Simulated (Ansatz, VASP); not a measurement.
# One calculation of YN, two programs

Contents of INCAR:

```
PREC     = Accurate       # precision mode
ENCUT    = 520            # plane-wave cutoff, eV
EDIFF    = 1E-8           # SCF threshold, eV
ISMEAR   = -1             # smearing method
SIGMA    = 0.03           # smearing width, eV
LREAL    = False          # projectors in reciprocal space
LASPH    = True           # aspherical terms in the spheres
NELM     = 120            # most SCF steps
ALGO     = Normal         # electronic algorithm
ISIF     = 2              # what is computed and relaxed
LWAVE    = False          # write WAVECAR
LCHARG   = False          # write CHGCAR
GGA      = CA             # functional
LEFG     = True         
NBANDS   = 15             # bands
GGA_COMPAT= False
```

Contents of KPOINTS:

```
Automatic mesh
0
Gamma
  9 9 9
```

Contents of POSCAR:

```
YN
1.0
    0.0000000000      2.4466013884      2.4466013884
    2.4466013884      0.0000000000      2.4466013884
    2.4466013884      2.4466013884      0.0000000000
Y N
1 1
Direct
    0.0000000000      0.0000000000      0.0000000000
    0.5000000000      0.5000000000      0.5000000000
```

Input for Ansatz:

```yaml
crystal:
  lattice:
    - [0.0, 2.4466013884, 2.4466013884]
    - [2.4466013884, 0.0, 2.4466013884]
    - [2.4466013884, 2.4466013884, 0.0]
  atoms:
    - { symbol: "Y", position: [0.0, 0.0, 0.0] }
    - { symbol: "N", position: [0.5, 0.5, 0.5] }
kpoints:
  mp_grid: { grid: [9, 9, 9] }
scf:
  occupations: { method: fermi_dirac, width: 0.03 }
hamiltonian:
  xc: lda
  pseudopotentials: { kind: all_electron, datasets: crystal }
output:
  forces: true
  stress: true
  eigenvalues: true
  efg: { contact_densities: true }
```

Change from the starting cell: volume scaled by 1.01, crystal datasets.

Alike in both runs: task electric field gradients; functional LDA; k mesh 9 × 9 × 9; occupations fermi-dirac, width 0.03 eV; no spin polarisation.

```csv
,VASP,Ansatz
version,VASP 6.6.1,Ansatz 0.2.0
potentials or method,"VASP PAW LDA potentials, release 64 (Y_sv, N), cutoff 520 eV","all-electron PAW with datasets made for the crystal, scalar-relativistic"
```

Ansatz gave:

| Quantity | Value |
| --- | --- |
| pressure (GPa) | -7.4 |

**Question.** What did VASP give for the same quantities?

**Answer.** Pressure (GPa): -7.3.

LDA's correlation is that of Perdew and Zunger in VASP and of Perdew and Wang (1992) in Ansatz. Ansatz ran all-electron here, and VASP with PAW potentials.
